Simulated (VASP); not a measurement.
# V (Im-3m) in VASP: further runs

V is run at these levels: r2SCAN; tasks: single point.

Program: VASP 6.6.1. These are calculated values, not measurements. Logs are shortened: lines on timing, memory, paths and dates and some standing lists are left out, and cuts for length are marked.

## 1. The cell of the first run

Symmetry: Im-3m, No. 229, cubic system. Conventional cell: a = 2.984 Å, b = 2.984 Å, c = 2.984 Å, α = 90.00°, β = 90.00°, γ = 90.00°. Within 3.4 Å of V (site symmetry m-3m) lie 14 V at 2.58 to 2.98 Å.

## 2. Single point, r2SCAN

File POSCAR:

```
V
1.0
   -1.4917693513      1.4917693513      1.4917693513
    1.4917693513     -1.4917693513      1.4917693513
    1.4917693513      1.4917693513     -1.4917693513
V
1
Direct
    0.0000000000      0.0000000000      0.0000000000
```

File INCAR.step1:

```
SYSTEM = V
  ALGO = Normal
  EDIFF = 1E-4
  ENCUT = 520
  GGA = PE
  ISMEAR = 1
  LASPH = .TRUE.
  LCHARG = .FALSE.
  LREAL = .FALSE.
  LWAVE = .TRUE.
  NBANDS = 12
  NELM = 60
  PREC = Accurate
  SIGMA = 0.01
```

File INCAR.step2:

```
SYSTEM = V
  ALGO = Normal
  EDIFF = 1E-6
  ENCUT = 520
  ISIF = 2
  ISMEAR = 1
  ISTART = 1
  LASPH = .TRUE.
  LCHARG = .FALSE.
  LMIXTAU = .TRUE.
  LREAL = .FALSE.
  LWAVE = .FALSE.
  METAGGA = R2SCAN
  NBANDS = 12
  NELM = 60
  PREC = Accurate
  SIGMA = 0.01
```

File KPOINTS:

```
k-points
0
G
  15 15 15
  0 0 0
```

Potentials or basis: VASP PAW PBE potentials, release 64 (V_sv).

Launch:

```
cat potpaw_PBE.64/V_sv/POTCAR > POTCAR
cp INCAR.step1 INCAR
mpirun -np 1 vasp_std > vasp.out
cp INCAR.step2 INCAR
mpirun -np 1 vasp_std > vasp.out
```

OUTCAR:

```text
SYSTEM = V
   EDIFF = 1E-6
   ENCUT = 520
   ISIF = 2
   ISMEAR = 1
   ISTART = 1
   LASPH = .TRUE.
   LREAL = .FALSE.
   METAGGA = R2SCAN
   NELM = 60
   PREC = Accurate

 ion  position               nearest neighbor table
   1  0.000  0.000  0.000-

  LATTYP: Found a body centered cubic cell.
 ALAT       =     2.9835387026

  Lattice vectors:

 A1 = (  -1.4917693513,   1.4917693513,   1.4917693513)
 A2 = (   1.4917693513,  -1.4917693513,   1.4917693513)
 A3 = (   1.4917693513,   1.4917693513,  -1.4917693513)

Analysis of symmetry for initial positions (statically):
=====================================================================
 Subroutine PRICEL returns:
 Original cell was already a primitive cell.

 Routine SETGRP: Setting up the symmetry group for a
 body centered cubic supercell.

 Subroutine GETGRP returns: Found 48 space group operations
 (whereof 48 operations were pure point group operations)
 out of a pool of 48 trial point group operations.

The static configuration has the point symmetry O_h .

Analysis of symmetry for dynamics (positions and initial velocities):
=====================================================================
 Subroutine PRICEL returns:
 Original cell was already a primitive cell.

 Routine SETGRP: Setting up the symmetry group for a
 body centered cubic supercell.

 Subroutine GETGRP returns: Found 48 space group operations
 (whereof 48 operations were pure point group operations)
 out of a pool of 48 trial point group operations.

The dynamic configuration has the point symmetry O_h .

 Subroutine INISYM returns: Found 48 space group operations
 (whereof 48 operations are pure point group operations),
 and found     1 'primitive' translations

----------------------------------------------------------------------------------------

                                     Primitive cell

  volume of cell :      13.2790

  direct lattice vectors                    reciprocal lattice vectors
    -1.491769351  1.491769351  1.491769351     0.000000000  0.335172458  0.335172458
     1.491769351 -1.491769351  1.491769351     0.335172458  0.000000000  0.335172458
     1.491769351  1.491769351 -1.491769351     0.335172458  0.335172458  0.000000000

  length of vectors
     2.583820310  2.583820310  2.583820310     0.474005436  0.474005436  0.474005436

  position of ions in fractional coordinates (direct lattice)
     0.000000000  0.000000000  0.000000000

  ion indices of the primitive-cell ions
   primitive index   ion index
                 1           1

----------------------------------------------------------------------------------------

 KPOINTS: k-points

Automatic generation of k-mesh.
 Grid dimensions read from file:
 generate k-points for:   15   15   15

 Generating k-lattice:

  Cartesian coordinates                     Fractional coordinates (reciprocal lattice)
     0.000000000  0.022344831  0.022344831     0.066666667  0.000000000  0.000000000
     0.022344831  0.000000000  0.022344831     0.000000000  0.066666667  0.000000000
     0.022344831  0.022344831  0.000000000     0.000000000  0.000000000  0.066666667

  Length of vectors
     0.031600362  0.031600362  0.031600362

  Shift w.r.t. Gamma in fractional coordinates (k-lattice)
     0.000000000  0.000000000  0.000000000

 Subroutine IBZKPT returns following result:
 ===========================================

 Found    120 irreducible k-points:

 Following reciprocal coordinates:
            Coordinates               Weight
  0.000000  0.000000  0.000000      1.000000
  0.066667  0.000000  0.000000     12.000000
  0.133333  0.000000  0.000000     12.000000
  0.200000  0.000000  0.000000     12.000000
  0.266667  0.000000  0.000000     12.000000
  0.333333  0.000000  0.000000     12.000000
[... 16 lines left out ...]
  0.333333  0.200000  0.000000     48.000000
  0.400000  0.200000  0.000000     24.000000
 [... further k-points ...]
   k-points           NKPTS =    120   k-points in BZ     NKDIM =    120   number of bands    NBANDS=     12
   number of dos      NEDOS =    301   number of ions     NIONS =      1
   total plane-waves  NPLWV =   8000
   dimension x,y,z NGX =    20 NGY =   20 NGZ =   20
   dimension x,y,z NGXF=    40 NGYF=   40 NGZF=   40
   ions per type =               1
   NGX,Y,Z   is equivalent  to a cutoff of  12.87, 12.87, 12.87 a.u.
   NGXF,Y,Z  is equivalent  to a cutoff of  25.74, 25.74, 25.74 a.u.
 SYSTEM =  V
   PREC   = accura    normal or accurate (medium, high low for compatibility)
   ISTART =      1    job   : 0-new  1-cont  2-samecut
   ICHARG =      0    charge: 1-file 2-atom 10-const
   ISPIN  =      1    spin polarized calculation?
   LNONCOLLINEAR =      F non collinear calculations
   LSORBIT =      F    spin-orbit coupling
   LASPH  =      T    aspherical Exc in radial PAW
   ENCUT  =  520.0 eV  38.22 Ry    6.18 a.u.   4.80  4.80  4.80*2*pi/ulx,y,z
   NELM   =     60;   NELMIN=  2; NELMDL=  0     # of ELM steps
   EDIFF  = 0.1E-05   stopping-criterion for ELM
   LREAL  =      F    real-space projection
   EDIFFG = 0.1E-04   stopping-criterion for IOM
   NSW    =      0    number of steps for IOM
   IBRION =     -1    ionic relax: 0-MD 1-quasi-New 2-CG
   NFREE  =      0    steps in history (QN), initial steepest desc. (CG)
   ISIF   =      2    stress and relaxation
   ISYM   =      2    0-nonsym 1-usesym 2-fastsym
   POTIM  = 0.5000    time-step for ionic-motion
   TEBEG  =    0.0;   TEEND  =   0.0 temperature during run
   PSTRESS=    0.0 pullay stress
   NELECT =      13.0000    total number of electrons
   NUPDOWN=      -1.0000    fix difference up-down
   EMIN   =  10.00;   EMAX   =-10.00  energy-range for DOS
   EFERMI =   0.00;   METHOD = LEGACY
   ISMEAR =     1;   SIGMA  =   0.01  broadening in eV -4-tet -1-fermi 0-gaus
   EFERMI_NEDOS =   21; number of points for ismear=-14 and -15
   IALGO  =     38    algorithm
   IMIX   =      4    mixing-type and parameters
     AMIX     =   0.40;   BMIX     =  1.00
     AMIX_MAG =   1.60;   BMIX_MAG =  1.00
  volume/ion in A,a.u.               =      13.28        89.61
  Fermi-wavevector in a.u.,A,eV,Ry     =   1.625552  3.071848 35.952309  2.642420
  Thomas-Fermi vector in A             =   2.718657
   LORBIT       =      0    0 simple, 1 ext, 2 COOP (PROOUT), +10 PAW based schemes
   METAGGA = R2SCAN    functional components
   LHFCALC =     F    Hartree Fock is set to
   AEXX    =    0.0000 exact exchange contribution
   IVDW    =     0    specifies the selected vdW correction
   LEPSILON=     F    determine dielectric tensor
   LRPA    =     F    only Hartree local field effects (RPA)
 non-spin polarized calculation
 Methfessel and Paxton  Order N= 1 SIGMA  =   0.01
  energy-cutoff  :      520.00
  volume of cell :       13.28
 maximum number of plane-waves:       370
   NGX =  9   NGY =  9   NGZ =  9

 number of electron      12.9999992 magnetization

 Free energy of the ion-electron system (eV)
  ---------------------------------------------------
  ext. energy  EPLUGINS =         0.00000000
  ---------------------------------------------------
  free energy    TOTEN  =       -14.13014303 eV

  energy without entropy =      -14.13012506  energy(sigma->0) =      -14.13013704

 E-fermi :   9.8506     XC(G=0): -14.1499

 val. band max:        9.8423720037   @ k =  -0.2000   0.2667   0.0667
 cond. band min:       9.8530388723   @ k =   0.3333   0.1333   0.0000
 fundamental gap:      0.0106668687
 Fermi energy:         9.8506066461

 k-point     1 :       0.0000    0.0000    0.0000
  band No.  band energies     occupation
      1     -56.4404      2.00000
      2     -28.5681      2.00000
      3     -28.5680      2.00000
      4     -28.5680      2.00000
      5       2.7521      2.00000
      6      10.3421      0.00000
      7      10.3421      0.00000
      8      10.3421      0.00000
      9      12.5598      0.00000
     10      12.5598      0.00000
     11      31.1955      0.00000
     12      31.1956      0.00000

 k-point     2 :       0.0667    0.0000    0.0000
  band No.  band energies     occupation
      1     -56.4310      2.00000
      2     -28.6125      2.00000
      3     -28.5814      2.00000
      4     -28.5684      2.00000
      5       2.9427      2.00000
      6      10.2592      0.00000
      7      10.3220      0.00000
      8      10.4765      0.00000
      9      12.4640      0.00000
     10      12.5645      0.00000
     11      30.8647      0.00000
     12      31.1673      0.00000

 k-point     3 :       0.1333    0.0000    0.0000
  band No.  band energies     occupation
      1     -56.4045      2.00000
      2     -28.7370      2.00000
      3     -28.6189      2.00000
      4     -28.5693      2.00000
      5       3.4918      2.00000
      6      10.0314     -0.00000
      7      10.2263      0.00000
      8      10.8678      0.00000
      9      12.2682      0.00000
     10      12.5834      0.00000
     11      29.8751      0.00000
     12      30.8959      0.00000
[... 286 lines left out ...]
 k-point    23 :       0.3333    0.2000    0.0000
  band No.  band energies     occupation
      1     -56.2120      2.00000
      2     -29.4109      2.00000
      3     -28.9856      2.00000
      4     -28.6635      2.00000
      5       7.3726      2.00000
      6       8.7189      2.00000
      7       9.5668      2.00000
      8      12.4012      0.00000
      9      13.0911      0.00000
     10      15.9743      0.00000
     11      21.3745      0.00000
     12      24.1609      0.00000

 k-point    24 :       0.4000    0.2000    0.0000
  band No.  band energies     occupation
      1     -56.2042      2.00000
      2     -29.4268      2.00000
      3     -29.0121      2.00000
      4     -28.6654      2.00000
      5       7.3793      2.00000
      6       8.7214      2.00000
      7       9.6967      2.00000
      8      12.4688      0.00000
      9      13.1305      0.00000
     10      16.5664      0.00000
     11      20.4804      0.00000
     12      23.9501      0.00000

 [... further k-points ...]
[... 5 lines left out ...]
  --------------------------------------------------------------------------------------
  -------------------------------------------------------------------------------------
  Total       -0.0170247     -0.0170247     -0.0170247     -0.0000000      0.0000000     -0.0000000
  in kB       -2.0541112     -2.0541112     -2.0541112     -0.0000000      0.0000000     -0.0000000
  external PRESSURE =      -2.0541112 kB  Pullay stress =       0.0000000 kB

 VOLUME and BASIS-vectors are now :
 -----------------------------------------------------------------------------
  energy-cutoff  :      520.00
  volume of cell :       13.28
      direct lattice vectors                 reciprocal lattice vectors
    -1.491769351  1.491769351  1.491769351     0.000000000  0.335172458  0.335172458
     1.491769351 -1.491769351  1.491769351     0.335172458  0.000000000  0.335172458
     1.491769351  1.491769351 -1.491769351     0.335172458  0.335172458  0.000000000

 POSITION                                       TOTAL-FORCE (eV/Angst)
 -----------------------------------------------------------------------------------
      0.00000      0.00000      0.00000         0.000000      0.000000     -0.000000
 -----------------------------------------------------------------------------------
    total drift:                                0.000000     -0.000000      0.000000

  FREE ENERGIE OF THE ION-ELECTRON SYSTEM (eV)
  ---------------------------------------------------
  free  energy   TOTEN  =       -14.1301430260 eV

  energy  without entropy=      -14.1301250611  energy(sigma->0) =      -14.13013704
```

It took 38 s on 1 thread of Intel Xeon Platinum 8559C (Emerald Rapids), shared host; peak memory 0.14 GiB.

Results:

| Quantity | Value |
| --- | --- |
| Free energy | -14.1301 eV |
| Pressure | -0.2 GPa |

Caveat: the PAW data sets were made with another functional, which shifts forces and pressure a little.

## 3. Single point, r2SCAN

POSCAR is that of step 2.

File INCAR.step1:

```
ALGO = Normal ; EDIFF = 1E-4
ENCUT = 520 ; GGA = PE
ISMEAR = 1 ; LASPH = T
LCHARG = F ; LREAL = F
LWAVE = T ; NBANDS = 12
NELM = 80 ; PREC = Accurate
SIGMA = 0.03
```

File INCAR.step2:

```
ALGO = Normal ; EDIFF = 1E-7
ENCUT = 520 ; ISIF = 2
ISMEAR = 1 ; ISTART = 1
LASPH = T ; LCHARG = F
LMIXTAU = T ; LREAL = F
LWAVE = F ; METAGGA = R2SCAN
NBANDS = 12 ; NELM = 80
PREC = Accurate ; SIGMA = 0.03
```

File KPOINTS:

```
k-points
0
Gamma
  15 15 15
```

Potentials or basis: VASP PAW PBE potentials, release 64 (V_sv).

Launch:

```
cat potpaw_PBE.64/V_sv/POTCAR > POTCAR
cp INCAR.step1 INCAR
mpirun -np 1 vasp_std > vasp.out
cp INCAR.step2 INCAR
mpirun -np 1 vasp_std > vasp.out
```

Wall time 44 s (1 thread of Intel Xeon Platinum 8559C (Emerald Rapids), shared host); peak memory 0.14 GiB.

It converged, with:

| Quantity | Value |
| --- | --- |
| Free energy | -14.1302 eV |
| Pressure | -0.1 GPa |

Levels at points of the mesh, in eV from the Fermi level:
```tsv
k point	band 3	band 4	band 5	band 6	band 7	band 8	band 9	band 10
(0.00, 0.00, 0.00)	-38.42	-38.42	-7.10	0.49	0.49	0.49	2.71	2.71
```

Caveat: the PAW data sets were made with another functional, which shifts forces and pressure a little.

(Part 1 of 2 ends here.)
